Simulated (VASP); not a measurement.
Set up this calculation in VASP 6.6.1, as the native input.

| Property | Result |
| --- | --- |
| Task | single point |
| Functional | PBE |
| Potentials or basis | VASP PAW PBE potentials, release 64 (Hf_pv, S) |
| Cutoff | 520 eV |
| k mesh | 6 × 6 × 6 |
| Occupations | gaussian, width 0.1 eV |
| Spin | no spin polarisation |
| Dipole correction | no |
| Further INCAR settings | ALGO = Normal; EDIFF = 1e-06; NBANDS = 29 |

The structure of Hf3S2 lies in POSCAR:

```
Hf3S2
1.0
    1.7726045945      1.0234137398      8.5608318534
   -1.7726045945      1.0234137398      8.5608318534
    0.0000000000     -2.0468274796      8.5608318534
Hf S
3 2
Direct
    0.0000000000      0.0000000000      0.0000000000
    0.2130702752      0.2130702752      0.2130702752
    0.7869297248      0.7869297248      0.7869297248
    0.3939972739      0.3939972739      0.3939972739
    0.6060027261      0.6060027261      0.6060027261
```

One way to write it, as run:

INCAR

```
PREC = Accurate ; ENCUT = 520
EDIFF = 1E-6 ; ISMEAR = 0
SIGMA = 0.1 ; LREAL = F
LASPH = T ; NELM = 100
ALGO = Normal ; ISIF = 2
LWAVE = F ; LCHARG = T
GGA = PE ; LELF = T
LVHAR = T ; NBANDS = 29
```

KPOINTS

```
Automatic mesh
0
Gamma
  6 6 6
```

Potentials or basis: VASP PAW PBE potentials, release 64 (Hf_pv, S).

The run is started by

```bash
$ cat potpaw_PBE.64/Hf_pv/POTCAR potpaw_PBE.64/S/POTCAR > POTCAR
$ mpirun -np 1 vasp_std > vasp.out
```

Results of the run:

```json
{
  "Pressure": "-0.4 GPa",
  "Largest force": "0.011 eV/Å",
  "Band gap on the k mesh": "zero (bands 21 and 22 overlap by 0.84 eV)"
}
```

Caveat: spin-orbit coupling is left out, which moves the levels of the heavy elements.

It took 16 min on 1 thread of AMD EPYC 7R13, on a shared host, peak memory 0.65 GiB.
